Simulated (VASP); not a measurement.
# SnO (P4/nmm) in VASP: notebook

The runs below take SnO through single point, with PBEsol+D3(BJ).

Everything below comes from runs of VASP 6.6.1. Logs are shortened: lines on timing, memory, paths and dates and some standing lists are left out, and cuts for length are marked.

### Step 1. The cell of the first run

Symmetry: P4/nmm, No. 129, tetragonal system. Conventional cell: a = 3.707 Å, b = 3.707 Å, c = 4.594 Å, α = 90.00°, β = 90.00°, γ = 90.00°. Sn (site symmetry 4mm) has 4 O at 2.15 Å within 2.8 Å. O (site symmetry -4m2) has 4 Sn at 2.15 Å and 4 O at 2.62 Å within 2.8 Å.

### Step 2. Single point, PBEsol+D3(BJ) (strain -0.025 along x and y, -0.050 along z)

The input, INCAR:

```
SYSTEM = SnO
PREC = Accurate
ENCUT = 520
EDIFF = 1E-7
ISMEAR = 0
SIGMA = 0.15
LREAL = .FALSE.
LASPH = .TRUE.
NELM = 80
ALGO = Normal
ISIF = 2
LWAVE = .FALSE.
LCHARG = .FALSE.
GGA = PS
IVDW = 12
NBANDS = 28
```

The input, KPOINTS:

```
regular mesh
0
G
  12 12 10
  0 0 0
```

The input, POSCAR:

```
SnO
1.0
    3.7069500000      0.0000000000      0.0000000000
    0.0000000000      3.7069500000      0.0000000000
    0.0000000000      0.0000000000      4.5942000000
Sn O
2 2
Direct
    0.0000000000      0.5000000000      0.2385000000
    0.5000000000      0.0000000000      0.7615000000
    0.0000000000      0.0000000000      0.0000000000
    0.5000000000      0.5000000000      0.0000000000
```

Potentials or basis: VASP PAW PBE potentials, release 64 (Sn_d, O).

Command:

```bash
> cat potpaw_PBE.64/Sn_d/POTCAR potpaw_PBE.64/O/POTCAR > POTCAR
> mpirun -np 1 vasp_std > vasp.out
```

OUTCAR:

```text
SYSTEM = SnO
   PREC = Accurate
   ENCUT = 520
   EDIFF = 1E-7
   ISMEAR = 0
   LREAL = .FALSE.
   LASPH = .TRUE.
   NELM = 80
   ISIF = 2
   GGA = PS
   IVDW = 12
 IVDW          = 12

 ion  position               nearest neighbor table
   1  0.000  0.500  0.239-   3 2.15   4 2.15   3 2.15   4 2.15   2 3.42   2 3.42   2 3.42   2 3.42
                             2 3.56   2 3.56   2 3.56   2 3.56
   2  0.500  0.000  0.761-   3 2.15   4 2.15   4 2.15   3 2.15   1 3.42   1 3.42   1 3.42   1 3.42
                             1 3.56   1 3.56   1 3.56   1 3.56
   3  0.000  0.000  0.000-   1 2.15   2 2.15   1 2.15   2 2.15
   4  0.500  0.500  0.000-   1 2.15   2 2.15   2 2.15   1 2.15

  LATTYP: Found a simple tetragonal cell.
 ALAT       =     3.7069500000
 C/A-ratio  =     1.2393477117

  Lattice vectors:

 A1 = (   3.7069500000,   0.0000000000,   0.0000000000)
 A2 = (   0.0000000000,   3.7069500000,   0.0000000000)
 A3 = (   0.0000000000,   0.0000000000,   4.5942000000)

Analysis of symmetry for initial positions (statically):
=====================================================================
 Subroutine PRICEL returns:
 Original cell was already a primitive cell.

 Routine SETGRP: Setting up the symmetry group for a
 simple tetragonal supercell.

 Subroutine GETGRP returns: Found 16 space group operations
 (whereof  8 operations were pure point group operations)
 out of a pool of 16 trial point group operations.

The static configuration has the point symmetry D_2d.
 The point group associated with its full space group is D_4h.

Analysis of symmetry for dynamics (positions and initial velocities):
=====================================================================
 Subroutine PRICEL returns:
 Original cell was already a primitive cell.

 Routine SETGRP: Setting up the symmetry group for a
 simple tetragonal supercell.

 Subroutine GETGRP returns: Found 16 space group operations
 (whereof  8 operations were pure point group operations)
 out of a pool of 16 trial point group operations.

The dynamic configuration has the point symmetry D_2d.
 The point group associated with its full space group is D_4h.

 Subroutine INISYM returns: Found 16 space group operations
 (whereof  8 operations are pure point group operations),
 and found     1 'primitive' translations

----------------------------------------------------------------------------------------

                                     Primitive cell

  volume of cell :      63.1311

  direct lattice vectors                    reciprocal lattice vectors
     3.706950000  0.000000000  0.000000000     0.269763552  0.000000000  0.000000000
     0.000000000  3.706950000  0.000000000     0.000000000  0.269763552  0.000000000
[... 96 lines left out ...]
   ISYM   =      2    0-nonsym 1-usesym 2-fastsym
   POTIM  = 0.5000    time-step for ionic-motion
   TEBEG  =    0.0;   TEEND  =   0.0 temperature during run
   PSTRESS=    0.0 pullay stress
   NELECT =      40.0000    total number of electrons
   NUPDOWN=      -1.0000    fix difference up-down
   EMIN   =  10.00;   EMAX   =-10.00  energy-range for DOS
   EFERMI =   0.00;   METHOD = LEGACY
   ISMEAR =     0;   SIGMA  =   0.15  broadening in eV -4-tet -1-fermi 0-gaus
   EFERMI_NEDOS =   21; number of points for ismear=-14 and -15
   IALGO  =     38    algorithm
   IMIX   =      4    mixing-type and parameters
     AMIX     =   0.40;   BMIX     =  1.00
     AMIX_MAG =   1.60;   BMIX_MAG =  1.00
  volume/ion in A,a.u.               =      15.78       106.51
  Fermi-wavevector in a.u.,A,eV,Ry     =   1.406092  2.657128 26.900003  1.977094
  Thomas-Fermi vector in A             =   2.528487
   LORBIT       =      0    0 simple, 1 ext, 2 COOP (PROOUT), +10 PAW based schemes
   GGA     = PS    functional components
   LHFCALC =     F    Hartree Fock is set to
   AEXX    =    0.0000 exact exchange contribution
   IVDW    =    12    specifies the selected vdW correction
   LEPSILON=     F    determine dielectric tensor
   LRPA    =     F    only Hartree local field effects (RPA)
 non-spin polarized calculation
 Gauss-broadening in eV      SIGMA  =   0.15
  energy-cutoff  :      520.00
  volume of cell :       63.13
 maximum number of plane-waves:      1720
 NGX is ok and might be reduce to    28
   NGX = 13   NGY = 13   NGZ = 17

 number of electron      40.0000001 magnetization

 Free energy of the ion-electron system (eV)
  ---------------------------------------------------
  ext. energy  EPLUGINS =         0.00000000
  ---------------------------------------------------
  free energy    TOTEN  =       -23.97648460 eV

  energy without entropy =      -23.97333593  energy(sigma->0) =      -23.97491026

 E-fermi :   8.6236     XC(G=0): -11.0301

 val. band max:        8.5892865838   @ k =   0.0833   0.0833   0.0000
 cond. band min:       8.6379912727   @ k =   0.4167   0.4167   0.0000
 fundamental gap:      0.0487046889
 Fermi energy:         8.6236398042

 k-point     1 :       0.0000    0.0000    0.0000
  band No.  band energies     occupation
      1     -13.9542      2.00000
      2     -13.2528      2.00000
      3     -13.2528      2.00000
      4     -13.2234      2.00000
      5     -13.2129      2.00000
      6     -13.1737      2.00000
[... 733 lines left out ...]
     27      16.3293      0.00000
     28      16.9815      0.00000

 [... further k-points ...]

------------------------ aborting loop because EDIFF is reached ----------------------------------------

 Edisp (eV)   -0.95996

 E8    (eV) :    -0.6354

  FORCE on cell =-STRESS in cart. coord.  units (eV):
  Direction    XX          YY          ZZ          XY          YZ          ZX
  --------------------------------------------------------------------------------------
  -------------------------------------------------------------------------------------
  Total       3.89666     3.89666     3.27172     0.00000     0.00000     0.00000
  in kB      98.89178    98.89178    83.03158     0.00000     0.00000     0.00000
  external pressure =       93.61 kB  Pullay stress =        0.00 kB

 VOLUME and BASIS-vectors are now :
 -----------------------------------------------------------------------------
  energy-cutoff  :      520.00
  volume of cell :       63.13
      direct lattice vectors                 reciprocal lattice vectors
     3.706950000  0.000000000  0.000000000     0.269763552  0.000000000  0.000000000
     0.000000000  3.706950000  0.000000000     0.000000000  0.269763552  0.000000000
     0.000000000  0.000000000  4.594200000     0.000000000  0.000000000  0.217665752

 POSITION                                       TOTAL-FORCE (eV/Angst)
 -----------------------------------------------------------------------------------
      0.00000      1.85347      1.09572        -0.000000      0.000000      1.871624
      1.85347      0.00000      3.49848         0.000000      0.000000     -1.871624
      0.00000      0.00000      0.00000        -0.000000      0.000000      0.000000
      1.85347      1.85347      0.00000         0.000000     -0.000000      0.000000
 -----------------------------------------------------------------------------------
    total drift:                                0.000000      0.000000      0.000000

  FREE ENERGIE OF THE ION-ELECTRON SYSTEM (eV)
  ---------------------------------------------------
  free  energy   TOTEN  =       -24.9364451422 eV

  energy  without entropy=      -24.9332964800  energy(sigma->0) =      -24.93487081
```

OSZICAR:

```text
N       E                     dE             d eps       ncg     rms          rms(c)
DAV:   1     0.418976673732E+03    0.41898E+03   -0.19901E+04  9788   0.227E+03
DAV:   2     0.343409469350E+02   -0.38464E+03   -0.36859E+03  9760   0.551E+02
DAV:   3    -0.244000793866E+02   -0.58741E+02   -0.57683E+02 10640   0.181E+02
DAV:   4    -0.270268976463E+02   -0.26268E+01   -0.26145E+01 10996   0.405E+01
DAV:   5    -0.270871139789E+02   -0.60216E-01   -0.60209E-01 10320   0.658E+00    0.110E+01
DAV:   6    -0.239938786254E+02    0.30932E+01   -0.12524E+01 15312   0.413E+01    0.465E+00
DAV:   7    -0.240079134179E+02   -0.14035E-01   -0.14982E+00 10456   0.763E+00    0.244E+00
DAV:   8    -0.239863845539E+02    0.21529E-01   -0.24659E-01 13248   0.377E+00    0.765E-01
DAV:   9    -0.239758945942E+02    0.10490E-01   -0.45572E-02 14348   0.271E+00    0.201E-01
DAV:  10    -0.239765531262E+02   -0.65853E-03   -0.52744E-03 12908   0.697E-01    0.823E-02
DAV:  11    -0.239764745714E+02    0.78555E-04   -0.72286E-04 14640   0.308E-01    0.217E-02
DAV:  12    -0.239764946941E+02   -0.20123E-04   -0.15391E-04 11352   0.737E-02    0.288E-02
DAV:  13    -0.239764840680E+02    0.10626E-04   -0.48300E-05 12832   0.784E-02    0.316E-03
DAV:  14    -0.239764843937E+02   -0.32560E-06   -0.47459E-06 11712   0.157E-02    0.262E-03
DAV:  15    -0.239764845478E+02   -0.15420E-06   -0.19623E-07  8184   0.361E-03    0.843E-04
DAV:  16    -0.239764845952E+02   -0.47317E-07   -0.62959E-08  4860   0.282E-03
   1 F= -.24936445E+02 E0= -.24934871E+02  d E =-.314866E-02
```

Run time: 7 min. Hardware: 1 thread of AMD EPYC 7R13, shared host; peak memory 0.36 GiB.

What came out:

| Quantity | Value |
| --- | --- |
| Free energy | -24.9364 eV |
| Pressure | 9.4 GPa |
| Largest force | 1.872 eV/Å |
| Band gap on the k mesh | zero (bands 20 and 21 overlap by 0.27 eV) |
| Dispersion energy per atom | -0.240 eV |

Forces in eV/Å, atoms in the order of the input:
```
Sn   0.000  0.000  1.872
Sn   0.000  0.000 -1.872
O    0.000  0.000  0.000
O    0.000  0.000  0.000
```

Caveat: the cell differs from its parent crystal (strain -0.025 along x and y, -0.050 along z); the cell stands under pressure; semilocal functionals underestimate gaps, and a narrow one can read as zero; the PAW data sets were made with another functional, which shifts forces and pressure a little; spin-orbit coupling is left out, which moves the levels of the heavy elements.

### Step 3. Single point, PBEsol+D3(BJ) (strain -0.050 along x and y, +0.025 along z)

The input, INCAR:

```
PREC = Accurate
ENCUT = 520
EDIFF = 1E-6
ISMEAR = 0
SIGMA = 0.15
LREAL = F
LASPH = T
NELM = 80
ALGO = Normal
ISIF = 2
LWAVE = F
LCHARG = F
GGA = PS
IVDW = 12
NBANDS = 28
```

The input, KPOINTS:

```
Automatic mesh
0
Gamma
  12 12 10
```

The input, POSCAR:

```
SnO
1.0
    3.6119000000      0.0000000000      0.0000000000
    0.0000000000      3.6119000000      0.0000000000
    0.0000000000      0.0000000000      4.9569000000
Sn O
2 2
Direct
    0.0000000000      0.5000000000      0.2385000000
    0.5000000000      0.0000000000      0.7615000000
    0.0000000000      0.0000000000      0.0000000000
    0.5000000000      0.5000000000      0.0000000000
```

Potentials or basis: VASP PAW PBE potentials, release 64 (Sn_d, O).

Command:

```bash
> cat potpaw_PBE.64/Sn_d/POTCAR potpaw_PBE.64/O/POTCAR > POTCAR
> mpirun -np 1 vasp_std > vasp.out
```

It took 6.4 min on 1 thread of AMD EPYC 7R13, shared host; peak memory 0.37 GiB.

The run converged. Its results:

```yaml
Free_energy: -24.8845 eV
Pressure: 8.1 GPa
Largest_force: 1.013 eV/Å
Band_gap_on_the_k_mesh: zero (bands 20 and 21 overlap by 0.60 eV)
Dispersion_energy_per_atom: -0.234 eV
```

Forces on the atoms (eV/Å):
```
Sn   0.000  0.000  1.013
Sn   0.000  0.000 -1.013
O    0.000  0.000  0.000
O    0.000  0.000  0.000
```

Stress tensor (GPa, compression positive):
```
11.13  0.00  0.00
 0.00 11.13  0.00
 0.00  0.00  2.11
```

Levels at points of the mesh, in eV from the Fermi level:
| k point | band 18 | band 19 | band 20 | band 21 | band 22 | band 23 |
| --- | --- | --- | --- | --- | --- | --- |
| (0.00, 0.00, 0.00) | -3.56 | -3.56 | 0.19 | 2.43 | 3.79 | 4.78 |
| (0.50, 0.00, 0.00) | -5.53 | -3.44 | -3.44 | 2.84 | 2.84 | 6.21 |
| (0.50, 0.50, 0.00) | -2.85 | -2.26 | -2.26 | -0.41 | -0.41 | 3.78 |
| (0.00, 0.00, 0.50) | -3.58 | -3.33 | -3.30 | 1.97 | 2.90 | 2.90 |
| (0.50, 0.00, 0.50) | -5.50 | -2.33 | -2.33 | 2.10 | 2.10 | 5.73 |
| (0.50, 0.50, 0.50) | -2.98 | -2.85 | -2.85 | 1.82 | 1.82 | 3.56 |

Caveat: the cell differs from its parent crystal (strain -0.050 along x and y, +0.025 along z); the stress differs along the axes, from 2 to 11 GPa; semilocal functionals underestimate gaps, and a narrow one can read as zero; the PAW data sets were made with another functional, which shifts forces and pressure a little; spin-orbit coupling is left out, which moves the levels of the heavy elements.

The gap in the log of VASP goes by the Fermi energy; the results here count the filled bands.